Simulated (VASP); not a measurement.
Input of a VASP 6.6.1 run:

File INCAR:

```
SYSTEM = GdSi2
PREC = Accurate
ENCUT = 520
EDIFF = 1E-7
ISMEAR = -1
SIGMA = 0.1
LREAL = .FALSE.
LASPH = .TRUE.
NELM = 150
ALGO = Normal
ISIF = 2
LWAVE = .FALSE.
LCHARG = .TRUE.
ISPIN = 2
MAGMOM = 7 0 0
LORBIT = 11
LMAXMIX = 6
GGA = PS
LELF = .TRUE.
LVHAR = .TRUE.
NBANDS = 24
```

The input KPOINTS:

```
regular mesh
0
G
  8 8 7
  0 0 0
```

File POSCAR:

```
GdSi2
1.0
    4.1127238139      0.0000000000      0.0000000000
   -2.0563619019      3.5617233030      0.0000000000
    0.0000000000      0.0000000000      4.1250747133
Gd Si
1 2
Direct
    0.0000000000      0.0000000000      0.0000000000
    0.6666666667      0.3333333333      0.5000000000
    0.3333333333      0.6666666667      0.5000000000
```

Potentials or basis: VASP PAW PBE potentials, release 64 (Gd, Si).

Command:

```bash
$ cat potpaw_PBE.64/Gd/POTCAR potpaw_PBE.64/Si/POTCAR > POTCAR
$ mpirun -np 1 vasp_std > vasp.out
```

(1) Predict the net moment.

(2) What does it give for the pressure?

(3) What does it give for the site moments?

## Answers

(1) 6.74 μB per cell.

(2) -5.3 GPa.

(3) Gd +6.70; Si -0.04 μB.

Caveat: the PAW data sets were made with another functional, which shifts forces and pressure a little.
